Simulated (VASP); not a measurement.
# TiSi3O8 (Pmm2) in VASP: settings compared, part 2 of 2

VASP 6.6.1.

## Step 3: Single point, r2SCAN

POSCAR

```
TiSi3O8
1.0
    2.8857956992      0.0000000000      0.0000000000
    0.0000000000      6.2617066806      0.0000000000
    0.0000000000      0.0000000000      6.8701664354
Si Ti O
3 1 8
Direct
    0.0000000000      0.7516897082     -0.0387606880
    0.0000000000      0.2483102918     -0.0387606880
    0.5000000000      0.5000000000      0.5145176201
    0.5000000000      0.0000000000      0.5711415312
    0.5000000000      0.7127979922      0.6499712822
    0.5000000000      0.7812294168      0.0719520127
    0.0000000000      0.0000000000      0.4155137171
    0.0000000000      0.0000000000      0.8317960325
    0.5000000000      0.2872020078      0.6499712822
    0.5000000000      0.2187705832      0.0719520127
    0.0000000000      0.5000000000      0.3953575605
    0.0000000000      0.5000000000      0.9053483249
```

INCAR.step1

```
SYSTEM = TiSi3O8
PREC = Accurate
ENCUT = 520
ISMEAR = -1
SIGMA = 0.02
LREAL = .False.
LASPH = .True.
NELM = 100
NBANDS = 48
GGA = PE
ALGO = Normal
EDIFF = 1E-4
LWAVE = .True.
LCHARG = .False.
```

INCAR.step2

```
SYSTEM = TiSi3O8
PREC = Accurate
ENCUT = 520
EDIFF = 1E-7
ISMEAR = -1
SIGMA = 0.02
LREAL = .False.
LASPH = .True.
NELM = 100
ALGO = Normal
ISIF = 2
LWAVE = .False.
LCHARG = .False.
METAGGA = R2SCAN
LMIXTAU = .True.
NBANDS = 48
ISTART = 1
```

KPOINTS

```
Automatic mesh
0
Gamma
  8 4 4
  0 0 0
```

Potentials or basis: VASP PAW PBE potentials, release 64 (Si, Ti_sv, O).

Run with:

```console
$ cat potpaw_PBE.64/Si/POTCAR potpaw_PBE.64/Ti_sv/POTCAR potpaw_PBE.64/O/POTCAR > POTCAR
$ cp INCAR.step1 INCAR
$ mpirun -np 1 vasp_std > vasp.out
$ cp INCAR.step2 INCAR
$ mpirun -np 1 vasp_std > vasp.out
```

OUTCAR:

```text
SYSTEM = TiSi3O8
   PREC = Accurate
   ENCUT = 520
   EDIFF = 1E-7
   ISMEAR = -1
   LREAL = .False.
   LASPH = .True.
   NELM = 100
   ISIF = 2
   METAGGA = R2SCAN
   ISTART = 1

 ion  position               nearest neighbor table
   1  0.000  0.752  0.961-  12 1.62   6 1.64   6 1.64   8 1.79   2 3.11
   2  0.000  0.248  0.961-  12 1.62  10 1.64  10 1.64   8 1.79   1 3.11
   3  0.500  0.500  0.515-   5 1.63   9 1.63  11 1.66  11 1.66
   4  0.500  0.000  0.571-   7 1.80   7 1.80   9 1.88   5 1.88   8 2.30   8 2.30
   5  0.500  0.713  0.650-   3 1.63   4 1.88
   6  0.500  0.781  0.072-   1 1.64   1 1.64
   7  0.000  0.000  0.416-   4 1.80   4 1.80
   8  0.000  0.000  0.832-   1 1.79   2 1.79   4 2.30   4 2.30
   9  0.500  0.287  0.650-   3 1.63   4 1.88
  10  0.500  0.219  0.072-   2 1.64   2 1.64
  11  0.000  0.500  0.395-   3 1.66   3 1.66
  12  0.000  0.500  0.905-   1 1.62   2 1.62

  LATTYP: Found a simple orthorhombic cell.
 ALAT       =     2.8857956992
 B/A-ratio  =     2.1698371379
 C/A-ratio  =     2.3806835797

  Lattice vectors:

 A1 = (   2.8857956992,   0.0000000000,   0.0000000000)
 A2 = (   0.0000000000,   6.2617066806,   0.0000000000)
 A3 = (   0.0000000000,   0.0000000000,   6.8701664354)

Analysis of symmetry for initial positions (statically):
=====================================================================
 Subroutine PRICEL returns:
 Original cell was already a primitive cell.

 Routine SETGRP: Setting up the symmetry group for a
 simple orthorhombic supercell.

 Subroutine GETGRP returns: Found  4 space group operations
 (whereof  4 operations were pure point group operations)
 out of a pool of  8 trial point group operations.

The static configuration has the point symmetry C_2v.

Analysis of symmetry for dynamics (positions and initial velocities):
[... 159 lines left out ...]
   IVDW    =     0    specifies the selected vdW correction
   LEPSILON=     F    determine dielectric tensor
   LRPA    =     F    only Hartree local field effects (RPA)
 non-spin polarized calculation
  energy-cutoff  :      520.00
  volume of cell :      124.14
 maximum number of plane-waves:      3368
 NGX is ok and might be reduce to    24
   NGX = 11   NGY = 23   NGZ = 25

 number of electron      72.0000015 magnetization

 Free energy of the ion-electron system (eV)
  ---------------------------------------------------
  ext. energy  EPLUGINS =         0.00000000
  ---------------------------------------------------
  free energy    TOTEN  =      -120.76763470 eV

  energy without entropy =     -120.76763470  energy(sigma->0) =     -120.76763470

 E-fermi :   4.0706     XC(G=0): -11.2916

 val. band max:        3.6279939299   @ k =   0.3750   0.5000   0.0000
 cond. band min:       7.3938396773   @ k =   0.3750   0.5000   0.0000
 fundamental gap:      3.7658457474
 Fermi energy:         4.0706227963

 k-point     1 :       0.0000    0.0000    0.0000
  band No.  band energies     occupation
      1     -54.6392      2.00000
      2     -29.9768      2.00000
      3     -29.8924      2.00000
      4     -29.6826      2.00000
      5     -17.6384      2.00000
      6     -16.6890      2.00000
[... 1213 lines left out ...]
     47      14.5033      0.00000
     48      14.8380      0.00000

 [... further k-points ...]

------------------------ aborting loop because EDIFF is reached ----------------------------------------

  FORCE on cell =-STRESS in cart. coord.  units (eV):
  Direction    XX          YY          ZZ          XY          YZ          ZX
  --------------------------------------------------------------------------------------
  -------------------------------------------------------------------------------------
  Total        0.7614716      0.5769663      0.1226847      0.0000000      0.0000000      0.0000000
  in kB        9.8274024      7.4462129      1.5833448      0.0000000      0.0000000      0.0000000
  external PRESSURE =       6.2856533 kB  Pullay stress =       0.0000000 kB

 VOLUME and BASIS-vectors are now :
 -----------------------------------------------------------------------------
  energy-cutoff  :      520.00
  volume of cell :      124.14
      direct lattice vectors                 reciprocal lattice vectors
     2.885795699  0.000000000  0.000000000     0.346524877  0.000000000  0.000000000
     0.000000000  6.261706681  0.000000000     0.000000000  0.159700869  0.000000000
     0.000000000  0.000000000  6.870166435     0.000000000  0.000000000  0.145556881

 POSITION                                       TOTAL-FORCE (eV/Angst)
 -----------------------------------------------------------------------------------
      0.00000      4.70686      6.60387         0.000000      0.010430      0.004857
      0.00000      1.55485      6.60387        -0.000000     -0.010430      0.004857
      1.44290      3.13085      3.53482         0.000000      0.000000     -0.049294
      1.44290      0.00000      3.92384         0.000000      0.000000      0.149847
      1.44290      4.46333      4.46541         0.000000     -0.022418      0.048924
      1.44290      4.89183      0.49432         0.000000      0.013407      0.019543
      0.00000      0.00000      2.85465         0.000000      0.000000     -0.183472
      0.00000      0.00000      5.71458         0.000000      0.000000     -0.022621
      1.44290      1.79837      4.46541         0.000000      0.022418      0.048924
      1.44290      1.36988      0.49432         0.000000     -0.013407      0.019543
      0.00000      3.13085      2.71617         0.000000      0.000000     -0.020515
      0.00000      3.13085      6.21989         0.000000      0.000000     -0.020593
 -----------------------------------------------------------------------------------
    total drift:                                0.000000      0.000000     -0.002351

  FREE ENERGIE OF THE ION-ELECTRON SYSTEM (eV)
  ---------------------------------------------------
  free  energy   TOTEN  =      -120.7676346963 eV

  energy  without entropy=     -120.7676346963  energy(sigma->0) =     -120.76763470
```

OSZICAR.step1:

```text
N       E                     dE             d eps       ncg     rms          rms(c)
DAV:   1     0.676550724585E+03    0.67655E+03   -0.37963E+04  4320   0.154E+03
DAV:   2    -0.369758918300E+02   -0.71353E+03   -0.67999E+03  5040   0.408E+02
DAV:   3    -0.107449614701E+03   -0.70474E+02   -0.69847E+02  5672   0.136E+02
DAV:   4    -0.111003508233E+03   -0.35539E+01   -0.35466E+01  6720   0.262E+01
DAV:   5    -0.111073836138E+03   -0.70328E-01   -0.70320E-01  5400   0.313E+00    0.339E+01
DAV:   6    -0.948280448320E+02    0.16246E+02   -0.63933E+01  5640   0.579E+01    0.137E+01
DAV:   7    -0.948213500767E+02    0.66948E-02   -0.14781E+01  5792   0.262E+01    0.106E+01
DAV:   8    -0.943672704172E+02    0.45408E+00   -0.82640E-01  5952   0.900E+00    0.465E+00
DAV:   9    -0.944013112207E+02   -0.34041E-01   -0.30607E-01  6344   0.334E+00    0.127E+00
DAV:  10    -0.943994973073E+02    0.18139E-02   -0.82199E-02  6232   0.208E+00    0.469E-01
DAV:  11    -0.943988751945E+02    0.62211E-03   -0.76468E-03  5504   0.542E-01    0.282E-01
DAV:  12    -0.943983659876E+02    0.50921E-03   -0.43776E-03  5912   0.367E-01    0.714E-02
DAV:  13    -0.943984120795E+02   -0.46092E-04   -0.34567E-04  5160   0.134E-01
   1 F= -.94398412E+02 E0= -.94398412E+02  d E =-.333316E-11
```

It took 13 min on 1 thread of Oxide Virtual Turin-like, shared host; peak memory 0.36 GiB.

Results:

```
Free energy            : -120.7676 eV
Pressure               : 0.6 GPa
Largest force          : 0.183 eV/Å
Band gap on the k mesh : 3.77 eV
```

Forces on the atoms (eV/Å):
```
Si   0.000  0.010  0.005
Si   0.000 -0.010  0.005
Si   0.000  0.000 -0.049
Ti   0.000  0.000  0.150
O    0.000 -0.022  0.049
O    0.000  0.013  0.020
O    0.000  0.000 -0.183
O    0.000  0.000 -0.023
O    0.000  0.022  0.049
O    0.000 -0.013  0.020
O    0.000  0.000 -0.021
O    0.000  0.000 -0.021
```

Caveat: the PAW data sets were made with another functional, which shifts forces and pressure a little.
